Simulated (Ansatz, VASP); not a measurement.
## One calculation of F, two programs

Contents of INCAR:

```
SYSTEM = F
PREC = Accurate
ENCUT = 520
EDIFF = 1E-6
ISMEAR = 0
SIGMA = 0.05
LREAL = .FALSE.
LASPH = .TRUE.
NELM = 60
ALGO = Normal
ISIF = 2
LWAVE = .FALSE.
LCHARG = .FALSE.
GGA = PE
IVDW = 12
NBANDS = 22
```

Contents of KPOINTS:

```
Automatic mesh
0
G
  8 8 4
  0 0 0
```

The input POSCAR:

```
F
1.0
    2.7527403777     -1.7849700030      0.2905047693
    2.7527403777      1.7849700030      0.2905047693
   -0.8306634364      0.0000000000      6.7236937360
F
4
Direct
    0.9138648456      0.5855481450      0.0939279973
    0.4144518550      0.0861351544      0.4060720027
    0.0861351544      0.4144518550      0.9060720027
    0.5855481450      0.9138648456      0.5939279973
```

Input for Ansatz:

```yaml
crystal:
  lattice:
    - [2.7527403777, -1.784970003, 0.2905047693]
    - [2.7527403777, 1.784970003, 0.2905047693]
    - [-0.8306634364, 0.0, 6.723693736]
  atoms:
    - { symbol: F, position: [0.9138648456, 0.585548145, 0.0939279973] }
    - { symbol: F, position: [0.414451855, 0.0861351544, 0.4060720027] }
    - { symbol: F, position: [0.0861351544, 0.414451855, 0.9060720027] }
    - { symbol: F, position: [0.585548145, 0.9138648456, 0.5939279973] }
basis:
  ecutwfc: 520.0
kpoints:
  mp_grid: { grid: [8, 8, 4] }
hamiltonian:
  xc: pbe
  dispersion: d3bj
scf:
  occupations: { method: gaussian, width: 0.05 }
output:
  forces: true
  stress: true
  eigenvalues: true
```

Change from the starting cell: volume 16.734 Å^3 an atom, stretch along a over the lengths across it, relative to the relaxed cell 0.9802.

Alike in both runs: task single point; functional PBE; dispersion D3(BJ); k mesh 8 × 8 × 4; occupations gaussian, width 0.05 eV; no spin polarisation.

|  | VASP | Ansatz |
| --- | --- | --- |
| version | VASP 6.6.1 | Ansatz 0.2.0 |
| potentials or method | VASP PAW PBE potentials, release 64 (F), cutoff 520 eV | scalar-relativistic, plane waves, PAW |
| valence electrons in the cell | 28 | 28 |

Ansatz gave:

| Item | Value |
| --- | --- |
| gap on the k mesh at the Fermi level (eV) | 3.07 |
| least direct gap on the mesh (eV) | 3.07 |
| pressure (GPa) | 0.5 |
| traceless stress, the component that is largest in VASP (GPa) | 0.49 |
| rms of the force components (eV/Å) | 0.097 |

**Question.** Which values does VASP return?

**Answer.** gap on the k mesh at the Fermi level (eV): 3.00; least direct gap on the mesh (eV): 3.00; pressure (GPa): 0.8; traceless stress, the component that is largest in VASP (GPa): 1.71; rms of the force components (eV/Å): 0.316.

Atom by atom the forces differ by 0.219 eV/Å (rms over components).
